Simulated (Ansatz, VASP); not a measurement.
**Two plane-wave programs on HfO2**

INCAR

```
PREC     = Accurate       # precision mode
ENCUT    = 600            # plane-wave cutoff, eV
EDIFF    = 1E-6           # SCF threshold, eV
ISMEAR   = 0              # smearing method
SIGMA    = 0.02           # smearing width, eV
LREAL    = F              # projectors in reciprocal space
LASPH    = T              # aspherical terms in the spheres
NELM     = 80             # most SCF steps
ALGO     = Normal         # electronic algorithm
ISIF     = 3              # what is computed and relaxed
LWAVE    = F              # write WAVECAR
LCHARG   = F              # write CHGCAR
GGA      = PE             # functional
IBRION   = 2              # ionic algorithm
NSW      = 80             # ionic steps
EDIFFG   = -0.01          # ionic threshold
```

KPOINTS

```
Automatic mesh
0
Gamma
  6 6 4
```

File POSCAR:

```
HfO2
1.0
    3.6210004929      0.0000000000      0.0000000000
    0.0000000000      3.6210004929      0.0000000000
    0.0000000000      0.0000000000      5.2824377813
Hf O
2 4
Direct
    0.0000000000      0.0000000000      0.0000000000
    0.5000000000      0.5000000000      0.5000000000
    0.0000000000      0.5000000000      0.3071893779
    0.0000000000      0.5000000000      0.8071893779
    0.5000000000      0.0000000000      0.6928106221
    0.5000000000      0.0000000000      0.1928106221
```

Input for Ansatz:

```yaml
crystal:
  lattice:
    - [3.6210004929, 0.0, 0.0]
    - [0.0, 3.6210004929, 0.0]
    - [0.0, 0.0, 5.2824377813]
  atoms:
    - { symbol: Hf, position: [0.0, 0.0, 0.0] }
    - { symbol: Hf, position: [0.5, 0.5, 0.5] }
    - { symbol: O, position: [0.0, 0.5, 0.3071893779] }
    - { symbol: O, position: [0.0, 0.5, 0.8071893779] }
    - { symbol: O, position: [0.5, 0.0, 0.6928106221] }
    - { symbol: O, position: [0.5, 0.0, 0.1928106221] }
basis:
  ecutwfc: 420
kpoints:
  mp_grid: { grid: [6, 6, 4] }
hamiltonian:
  xc: pbe
scf:
  occupations: { method: gaussian, width: 0.02 }
output:
  forces: true
  stress: true
  eigenvalues: true
relax:
  adjacent_minimum: "off"
  f_tol: 0.01
  max_steps: 60
  cell: { stress_tol: 0.1 }
```

Alike in both runs: task relaxation of cell and atoms; functional PBE; k mesh 6 × 6 × 4; occupations gaussian, width 0.02 eV; no spin polarisation.

|  | VASP | Ansatz |
| --- | --- | --- |
| version | VASP 6.6.1 | Ansatz 0.2.0 |
| potentials or method | VASP PAW PBE potentials, release 64 (Hf_pv, O), cutoff 600 eV | scalar-relativistic, plane waves, PAW |
| valence electrons in the cell | 44 | 76 |

VASP gave:

* gap on the k mesh at the Fermi level, each at its own relaxed structure (eV): 4.68
* relaxed volume (Å³/atom): 11.21
* relaxed cell length with the largest relative difference (Å): 5.225

**Question.** Estimate Ansatz's values.

**Answer.** gap on the k mesh at the Fermi level, each at its own relaxed structure (eV): 4.67; relaxed volume (Å³/atom): 11.40; relaxed cell length with the largest relative difference (Å): 5.265.

VASP's potentials hold 44 valence electrons a cell and Ansatz's 76, so a difference there can come from the potentials and not from the codes.

Neither program's run includes spin-orbit coupling.
